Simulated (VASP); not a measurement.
# Dy2H (P-4m2) in VASP: further runs

Dy2H is run at these levels: PBE; tasks: relaxation of shape and atoms at fixed volume, relaxation of cell and atoms.

Everything below comes from runs of VASP 6.6.1. Logs are shortened: lines on timing, memory, paths and dates and some standing lists are left out, and cuts for length are marked.

## Step 1: The cell of the first run

Symmetry: P-4m2, No. 115, tetragonal system. Conventional cell: a = 3.579 Å, b = 3.579 Å, c = 5.165 Å, α = 90.00°, β = 90.00°, γ = 90.00°. Dy (site symmetry 2mm) has 2 H at 2.16 Å within 2.9 Å. H (site symmetry -4m2) has 4 Dy at 2.16 Å within 2.9 Å.

## Step 2: Relaxation of shape and atoms at fixed volume, PBE (22.06 Å³/atom)

INCAR

```
SYSTEM = Dy2H
PREC = Accurate ; ENCUT = 500
EDIFF = 1E-7 ; ISMEAR = 0
SIGMA = 0.1 ; LREAL = .FALSE.
LASPH = .TRUE. ; NELM = 200
ALGO = Normal ; ISIF = 4
LWAVE = .FALSE. ; LCHARG = .FALSE.
GGA = PE ; IBRION = 2
NSW = 50 ; EDIFFG = -0.01
GGA_COMPAT = .FALSE. ; NELMIN = 4
LMAXMIX = 6
```

KPOINTS

```
Automatic mesh
0
G
  10 10 8
  0 0 0
```

POSCAR

```
Dy2H
1.0
    3.5794041611      0.0000000000      0.0000000000
    0.0000000000      3.5794041611      0.0000000000
    0.0000000000      0.0000000000      5.1645635340
Dy H
2 1
Direct
    0.0000000000      0.5000000000      0.7649600365
    0.5000000000      0.0000000000      0.2350399635
    0.0000000000      0.0000000000      0.0000000000
```

Potentials or basis: VASP PAW PBE potentials, release 64 (Dy_3, H), 4f in core.

Command:

```bash
$ cat potpaw_PBE.64/Dy_3/POTCAR potpaw_PBE.64/H/POTCAR > POTCAR
$ mpirun -np 1 vasp_std > vasp.out
```

OUTCAR:

```text
SYSTEM = Dy2H
   PREC = Accurate
   ENCUT = 500
   EDIFF = 1E-7
   ISMEAR = 0
   LREAL = .FALSE.
   LASPH = .TRUE.
   NELM = 200
   ISIF = 4
   GGA = PE
   IBRION = 2
   NSW = 50
   EDIFFG = -0.01
   NELMIN = 4

 ion  position               nearest neighbor table
   1  0.000  0.500  0.765-   3 2.16   3 2.16   2 3.51   2 3.51   2 3.51   2 3.51   2 3.73   2 3.73
                             2 3.73   2 3.73
   2  0.500  0.000  0.235-   3 2.16   3 2.16   1 3.51   1 3.51   1 3.51   1 3.51   1 3.73   1 3.73
                             1 3.73   1 3.73
   3  0.000  0.000  0.000-   1 2.16   2 2.16   1 2.16   2 2.16

  LATTYP: Found a simple tetragonal cell.
 ALAT       =     3.5794041611
 C/A-ratio  =     1.4428556546

  Lattice vectors:

 A1 = (   3.5794041611,   0.0000000000,   0.0000000000)
 A2 = (   0.0000000000,   3.5794041611,   0.0000000000)
 A3 = (   0.0000000000,   0.0000000000,   5.1645635340)

Analysis of symmetry for initial positions (statically):
=====================================================================
 Subroutine PRICEL returns:
 Original cell was already a primitive cell.

 Routine SETGRP: Setting up the symmetry group for a
 simple tetragonal supercell.

 Subroutine GETGRP returns: Found  8 space group operations
 (whereof  8 operations were pure point group operations)
 out of a pool of 16 trial point group operations.

The static configuration has the point symmetry D_2d.

Analysis of symmetry for dynamics (positions and initial velocities):
=====================================================================
 Subroutine PRICEL returns:
 Original cell was already a primitive cell.

 Routine SETGRP: Setting up the symmetry group for a
 simple tetragonal supercell.

 Subroutine GETGRP returns: Found  8 space group operations
 (whereof  8 operations were pure point group operations)
 out of a pool of 16 trial point group operations.

The dynamic configuration has the point symmetry D_2d.

 Subroutine INISYM returns: Found  8 space group operations
 (whereof  8 operations are pure point group operations),
 and found     1 'primitive' translations

----------------------------------------------------------------------------------------

                                     Primitive cell

  volume of cell :      66.1691

  direct lattice vectors                    reciprocal lattice vectors
     3.579404161  0.000000000  0.000000000     0.279376107  0.000000000  0.000000000
     0.000000000  3.579404161  0.000000000     0.000000000  0.279376107  0.000000000
     0.000000000  0.000000000  5.164563534     0.000000000  0.000000000  0.193627205

  length of vectors
     3.579404161  3.579404161  5.164563534     0.279376107  0.279376107  0.193627205

  position of ions in fractional coordinates (direct lattice)
     0.000000000  0.500000000  0.764960036
     0.500000000  0.000000000  0.235039964
     0.000000000  0.000000000  0.000000000

  ion indices of the primitive-cell ions
   primitive index   ion index
                 1           1
                 2           2
                 3           3

----------------------------------------------------------------------------------------

 KPOINTS: Automatic mesh

Automatic generation of k-mesh.
 Grid dimensions read from file:
 generate k-points for:   10   10    8

 Generating k-lattice:

  Cartesian coordinates                     Fractional coordinates (reciprocal lattice)
     0.027937611  0.000000000  0.000000000     0.100000000  0.000000000  0.000000000
     0.000000000  0.027937611  0.000000000     0.000000000  0.100000000  0.000000000
     0.000000000  0.000000000  0.024203401     0.000000000  0.000000000  0.125000000

  Length of vectors
     0.027937611  0.027937611  0.024203401

  Shift w.r.t. Gamma in fractional coordinates (k-lattice)
     0.000000000  0.000000000  0.000000000

 Subroutine IBZKPT returns following result:
 ===========================================

 Found    105 irreducible k-points:

 Following reciprocal coordinates:
            Coordinates               Weight
  0.000000  0.000000  0.000000      1.000000
  0.100000  0.000000  0.000000      4.000000
  0.200000  0.000000  0.000000      4.000000
  0.300000  0.000000  0.000000      4.000000
  0.400000  0.000000  0.000000      4.000000
  0.500000  0.000000  0.000000      2.000000
[... 16 lines left out ...]
  0.100000  0.000000  0.125000      8.000000
  0.200000  0.000000  0.125000      8.000000
 [... further k-points ...]
   k-points           NKPTS =    105   k-points in BZ     NKDIM =    105   number of bands    NBANDS=     13
   number of dos      NEDOS =    301   number of ions     NIONS =      3
   total plane-waves  NPLWV =  31360
   dimension x,y,z NGX =    28 NGY =   28 NGZ =   40
   dimension x,y,z NGXF=    56 NGYF=   56 NGZF=   80
   ions per type =               2   1
   NGX,Y,Z   is equivalent  to a cutoff of  13.00, 13.00, 12.88 a.u.
   NGXF,Y,Z  is equivalent  to a cutoff of  26.01, 26.01, 25.75 a.u.
 SYSTEM =  Dy2H
   PREC   = accura    normal or accurate (medium, high low for compatibility)
   ISTART =      0    job   : 0-new  1-cont  2-samecut
   ICHARG =      2    charge: 1-file 2-atom 10-const
   ISPIN  =      1    spin polarized calculation?
   LNONCOLLINEAR =      F non collinear calculations
   LSORBIT =      F    spin-orbit coupling
   LASPH  =      T    aspherical Exc in radial PAW
   ENCUT  =  500.0 eV  36.75 Ry    6.06 a.u.   6.53  6.53  9.42*2*pi/ulx,y,z
   NELM   =    200;   NELMIN=  4; NELMDL= -5     # of ELM steps
   EDIFF  = 0.1E-06   stopping-criterion for ELM
   LREAL  =      F    real-space projection
   EDIFFG = -.1E-01   stopping-criterion for IOM
   NSW    =     50    number of steps for IOM
   IBRION =      2    ionic relax: 0-MD 1-quasi-New 2-CG
   NFREE  =      1    steps in history (QN), initial steepest desc. (CG)
   ISIF   =      4    stress and relaxation
   ISYM   =      2    0-nonsym 1-usesym 2-fastsym
   POTIM  = 0.5000    time-step for ionic-motion
   TEBEG  =    0.0;   TEEND  =   0.0 temperature during run
   PSTRESS=    0.0 pullay stress
   NELECT =      19.0000    total number of electrons
   NUPDOWN=      -1.0000    fix difference up-down
   EMIN   =  10.00;   EMAX   =-10.00  energy-range for DOS
   EFERMI =   0.00;   METHOD = LEGACY
   ISMEAR =     0;   SIGMA  =   0.10  broadening in eV -4-tet -1-fermi 0-gaus
   EFERMI_NEDOS =   21; number of points for ismear=-14 and -15
   IALGO  =     38    algorithm
   IMIX   =      4    mixing-type and parameters
     AMIX     =   0.40;   BMIX     =  1.00
     AMIX_MAG =   1.60;   BMIX_MAG =  1.00
  volume/ion in A,a.u.               =      22.06       148.84
  Fermi-wavevector in a.u.,A,eV,Ry     =   1.080043  2.040985 15.871096  1.166493
  Thomas-Fermi vector in A             =   2.216024
   LORBIT       =      0    0 simple, 1 ext, 2 COOP (PROOUT), +10 PAW based schemes
   GGA     = PE    functional components
   LHFCALC =     F    Hartree Fock is set to
   AEXX    =    0.0000 exact exchange contribution
   IVDW    =     0    specifies the selected vdW correction
   LEPSILON=     F    determine dielectric tensor
   LRPA    =     F    only Hartree local field effects (RPA)
 conjugate gradient relaxation of ions
 non-spin polarized calculation
 Gauss-broadening in eV      SIGMA  =   0.10
  energy-cutoff  :      500.00
  volume of cell :       66.17
 maximum number of plane-waves:      1707
 NGX is ok and might be reduce to    28
   NGX = 13   NGY = 13   NGZ = 19

--------------------------------------- Ionic step        1  -------------------------------------------

 number of electron      19.0000002 magnetization

 Free energy of the ion-electron system (eV)
  ---------------------------------------------------
  ext. energy  EPLUGINS =         0.00000000
  ---------------------------------------------------
  free energy    TOTEN  =       -13.24601244 eV

  energy without entropy =      -13.23446409  energy(sigma->0) =      -13.24023826

------------------------ aborting loop because EDIFF is reached ----------------------------------------

  FORCE on cell =-STRESS in cart. coord.  units (eV):
  Direction    XX          YY          ZZ          XY          YZ          ZX
  --------------------------------------------------------------------------------------
  -------------------------------------------------------------------------------------
  Total        0.8425052      0.8425052      0.8379755      0.0000000      0.0000000      0.0000000
  in kB       20.3999026     20.3999026     20.2902232      0.0000000      0.0000000      0.0000000
  external PRESSURE =      20.3633428 kB  Pullay stress =       0.0000000 kB
[... 59 lines left out ...]
  energy  without entropy=      -13.2353456948  energy(sigma->0) =      -13.24112769

--------------------------------------- Ionic step        3  -------------------------------------------

 number of electron      19.0000004 magnetization

 Free energy of the ion-electron system (eV)
  ---------------------------------------------------
  ext. energy  EPLUGINS =         0.00000000
  ---------------------------------------------------
  free energy    TOTEN  =       -13.24735930 eV

  energy without entropy =      -13.23576904  energy(sigma->0) =      -13.24156417

 E-fermi :   3.1365     XC(G=0):  -9.8446

 val. band max:        3.1200498336   @ k =   0.4000   0.1000   0.2500
 cond. band min:       3.1523088184   @ k =   0.3000   0.2000   0.3750
 fundamental gap:      0.0322589848
 Fermi energy:         3.1365344326

 k-point     1 :       0.0000    0.0000    0.0000
  band No.  band energies     occupation
      1     -20.5284      2.00000
      2     -20.1793      2.00000
      3     -20.1793      2.00000
      4     -19.9569      2.00000
      5     -19.9569      2.00000
      6     -19.9433      2.00000
      7      -3.7269      2.00000
      8       0.5705      2.00000
      9       1.0878      2.00000
     10       3.9993      0.00000
     11       4.6503      0.00000
     12       4.7900      0.00000
     13       4.7900      0.00000
[... 353 lines left out ...]
 k-point    24 :       0.2000    0.0000    0.1250
  band No.  band energies     occupation
      1     -20.4687      2.00000
      2     -20.2741      2.00000
      3     -20.1458      2.00000
      4     -20.1169      2.00000
      5     -19.9760      2.00000
      6     -19.9708      2.00000
      7      -3.1713      2.00000
      8       0.7007      2.00000
      9       1.7666      2.00000
     10       3.4369      0.00002
     11       4.1576      0.00000
     12       4.9693      0.00000
     13       5.0900      0.00000

 [... further k-points ...]
[... 5 lines left out ...]
  --------------------------------------------------------------------------------------
  -------------------------------------------------------------------------------------
  Total        0.7741604      0.7741604      0.7776039      0.0000000      0.0000000      0.0000000
  in kB       18.7450439     18.7450439     18.8284211      0.0000000      0.0000000      0.0000000
  external PRESSURE =      18.7728363 kB  Pullay stress =       0.0000000 kB
[... 18 lines left out ...]
  FREE ENERGIE OF THE ION-ELECTRON SYSTEM (eV)
  ---------------------------------------------------
  free  energy   TOTEN  =       -13.2473593016 eV

  energy  without entropy=      -13.2357690406  energy(sigma->0) =      -13.24156417

 reached required accuracy - stopping structural energy minimisation
```

It took 81 s on 1 thread of AMD EPYC 9R45 (Zen 5), shared host; peak memory 0.21 GiB.

Results:

* Free energy: -13.2474 eV
* Energy gained by relaxing: 0.4 meV/atom
* Ionic steps: 3
* Pressure after relaxing: 1.9 GPa
* Band gap on the k mesh: zero (an odd number of electrons rules out a gap without spin polarisation)

Step by step:
```tsv
step	energy change (eV)	largest force (eV/Å)	pressure (GPa)	volume (Å³)
1	0.0000	0.1087	2.04	66.17
2	-0.0009	0.0627	1.97	66.17
3	-0.0013	0.0007	1.88	66.17
```

Final structure:
```
Dy H
1.0
     3.57961    0.00000    0.00000
     0.00000    3.57961    0.00000
     0.00000    0.00000    5.16397
Dy H
2 1
Direct
  0.00000 0.50000 0.76256
  0.50000 0.00000 0.23744
  0.00000 0.00000 0.00000
```

Caveat: spin-orbit coupling is left out, which moves the levels of the heavy elements; the 4f electrons are frozen in the core, so they carry no moment and show no levels.

## Step 3: Relaxation of cell and atoms, PBE

This run uses another cell than the first one, of 22.74 Å³/atom.

INCAR

```
SYSTEM = Dy2H
PREC = Accurate
ENCUT = 500
EDIFF = 1E-7
ISMEAR = 0
SIGMA = 0.1
LREAL = .FALSE.
LASPH = .TRUE.
NELM = 200
ALGO = Normal
ISIF = 3
LWAVE = .FALSE.
LCHARG = .FALSE.
GGA = PE
IBRION = 2
NSW = 80
EDIFFG = -0.001
GGA_COMPAT = .FALSE.
NELMIN = 4
LMAXMIX = 6
```

KPOINTS

```
regular mesh
0
G
  10 10 8
  0 0 0
```

POSCAR

```
Dy2H
1.0
    3.6159312162      0.0000000000      0.0000000000
    0.0000000000      3.6159312162      0.0000000000
    0.0000000000      0.0000000000      5.2172668020
Dy H
2 1
Direct
    0.0000000000      0.5000000000      0.7649600365
    0.5000000000      0.0000000000      0.2350399635
    0.0000000000      0.0000000000      0.0000000000
```

Potentials or basis: VASP PAW PBE potentials, release 64 (Dy_3, H), 4f in core.

Command:

```bash
$ cat potpaw_PBE.64/Dy_3/POTCAR potpaw_PBE.64/H/POTCAR > POTCAR
$ mpirun -np 1 vasp_std > vasp.out
```

Run time: 2.1 min. Hardware: 1 thread of AMD EPYC 9R45 (Zen 5), shared host; peak memory 0.22 GiB.

The run converged. Its results:

```yaml
Free_energy: -13.2621 eV
Relaxed_volume: 22.89 Å³/atom
Relaxed_cell: a = 3.623 Å, b = 3.623 Å, c = 5.230 Å, α = 90.00°, β = 90.00°, γ = 90.00°
Space_group_after_relaxing_to_0.1_Å: P-4m2 (No. 115)
Energy_gained_by_relaxing: 0.2 meV/atom
Ionic_steps: 6
Pressure_after_relaxing: 0.0 GPa
Band_gap_on_the_k_mesh: zero (an odd number of electrons rules out a gap without spin polarisation)
```

The path:
```
step  energy change (eV)  largest force (eV/Å)  pressure (GPa)  volume (Å³)
   1              0.0000                0.0253            0.35        68.22
   2             -0.0005                0.0033           -0.03        68.71
   3             -0.0005                0.0007            0.00        68.67
   4             -0.0005                0.0002            0.01        68.66
   5             -0.0005                0.0000            0.01        68.66
   6             -0.0005                0.0007            0.01        68.66
```

Final structure:
```
Dy H
1.0
     3.62333    0.00000    0.00000
     0.00000    3.62333    0.00000
     0.00000    0.00000    5.23011
Dy H
2 1
Cartesian
  0.0000 1.8117 3.9999
  1.8117 0.0000 1.2302
  0.0000 0.0000 0.0000
```

Levels at points of the mesh, in eV from the Fermi level:
| k point | band 5 | band 6 | band 7 | band 8 | band 9 | band 10 | band 11 | band 12 | band 13 |
| --- | --- | --- | --- | --- | --- | --- | --- | --- | --- |
| (0.00, 0.00, 0.00) | -23.21 | -23.20 | -6.78 | -2.53 | -1.97 | 0.78 | 1.49 | 1.62 | 1.62 |
| (0.50, 0.00, 0.00) | -23.33 | -23.25 | -5.41 | -1.75 | -0.71 | 0.16 | 0.49 | 0.71 | 2.28 |
| (0.50, 0.50, 0.00) | -23.39 | -23.38 | -4.92 | -1.91 | -1.91 | -0.86 | 0.72 | 2.27 | 5.39 |
| (0.00, 0.00, 0.50) | -23.26 | -23.26 | -6.10 | -3.22 | -1.29 | 0.23 | 1.12 | 1.83 | 2.54 |
| (0.50, 0.00, 0.50) | -23.27 | -23.25 | -5.59 | -2.15 | -0.29 | 0.65 | 1.30 | 1.40 | 1.49 |
| (0.50, 0.50, 0.50) | -23.39 | -23.39 | -4.80 | -0.90 | -0.90 | 0.22 | 0.30 | 0.42 | 2.31 |

Caveat: spin-orbit coupling is left out, which moves the levels of the heavy elements; the 4f electrons are frozen in the core, so they carry no moment and show no levels. Spin polarisation is off, so any magnetic state and its effect on volume and gap are missing.

## Step 4: Relaxation of cell and atoms, PBE

This run uses another cell than the first one, of 22.96 Å³/atom.

INCAR

```
PREC     = Accurate       # precision mode
ENCUT    = 500            # plane-wave cutoff, eV
EDIFF    = 1E-7           # SCF threshold, eV
ISMEAR   = 0              # smearing method
SIGMA    = 0.1            # smearing width, eV
LREAL    = F              # projectors in reciprocal space
LASPH    = T              # aspherical terms in the spheres
NELM     = 200            # most SCF steps
ALGO     = Normal         # electronic algorithm
ISIF     = 3              # what is computed and relaxed
LWAVE    = F              # write WAVECAR
LCHARG   = F              # write CHGCAR
GGA      = PE             # functional
IBRION   = 2              # ionic algorithm
NSW      = 100            # ionic steps
EDIFFG   = -0.01          # ionic threshold
GGA_COMPAT= F            
NELMIN   = 4            
LMAXMIX  = 6              # l up to which the mixer works
```

KPOINTS

```
Automatic mesh
0
Gamma
  10 10 8
```

POSCAR

```
Dy2H
1.0
    3.6597713729      0.0000000000      0.0000000000
    0.0000000000      3.6597713729      0.0000000000
    0.0000000000      0.0000000000      5.1430731903
Dy H
2 1
Direct
    0.0000000000      0.5000000000      0.7642347766
    0.5000000000      0.0000000000      0.2357652234
    0.0000000000      0.0000000000      0.0000000000
```

Command:

```bash
$ cat potpaw_PBE.64/Dy_3/POTCAR potpaw_PBE.64/H/POTCAR > POTCAR
$ mpirun -np 1 vasp_std > vasp.out
```

It took 2.3 min on 1 thread of AMD EPYC 9R45 (Zen 5), shared host; peak memory 0.22 GiB.

The run converged. Its results:

| Property | Result |
| --- | --- |
| Free energy | -13.2623 eV |
| Relaxed volume | 22.88 Å³/atom |
| Relaxed cell | a = 3.623 Å, b = 3.623 Å, c = 5.229 Å, α = 90.00°, β = 90.00°, γ = 90.00° |
| Space group after relaxing (to 0.1 Å) | P-4m2 (No. 115) |
| Energy gained by relaxing | 1.3 meV/atom |
| Ionic steps | 5 |
| Pressure after relaxing | 0.0 GPa |
| Largest force after relaxing | 0.008 eV/Å |
| Band gap on the k mesh | zero (an odd number of electrons rules out a gap without spin polarisation) |

Forces on the atoms (eV/Å):
```
Dy   0.000  0.000 -0.008
Dy   0.000  0.000  0.008
H    0.000  0.000  0.000
```

The path:
```csv
step,energy change (eV),largest force (eV/Å),pressure (GPa),volume (Å³)
1,0.0000,0.0320,-0.21,68.89
2,-0.0017,0.0081,0.04,68.59
3,-0.0026,0.0248,0.38,68.18
4,-0.0037,0.0139,0.15,68.48
5,-0.0038,0.0078,0.03,68.64
```

Final structure:
```xyz
3
Lattice="3.6232 0.0000 0.0000 0.0000 3.6232 0.0000 0.0000 0.0000 5.2288" Properties=species:S:1:pos:R:3 pbc="T T T"
Dy    3.6232    1.8116    3.9997
Dy    1.8116    0.0000    1.2291
H     0.0000    0.0000    5.2288
```

Levels at points of the mesh, in eV from the Fermi level:
| k point | band 7 | band 8 | band 9 | band 10 | band 11 | band 12 |
| --- | --- | --- | --- | --- | --- | --- |
| (0.00, 0.00, 0.00) | -6.79 | -2.53 | -1.97 | 0.78 | 1.49 | 1.62 |
| (0.50, 0.00, 0.00) | -5.41 | -1.75 | -0.71 | 0.16 | 0.49 | 0.71 |
| (0.50, 0.50, 0.00) | -4.93 | -1.91 | -1.91 | -0.86 | 0.72 | 2.27 |
| (0.00, 0.00, 0.50) | -6.10 | -3.21 | -1.30 | 0.24 | 1.11 | 1.84 |
| (0.50, 0.00, 0.50) | -5.60 | -2.15 | -0.29 | 0.65 | 1.30 | 1.40 |
| (0.50, 0.50, 0.50) | -4.80 | -0.90 | -0.90 | 0.22 | 0.31 | 0.42 |

Caveat: spin-orbit coupling is left out, which moves the levels of the heavy elements; the 4f electrons are frozen in the core, so they carry no moment and show no levels. Spin polarisation is off, so any magnetic state and its effect on volume and gap are missing.

(Continued in part 2 of 2.)

The gap in the log of VASP goes by the Fermi energy; the results here count the filled bands.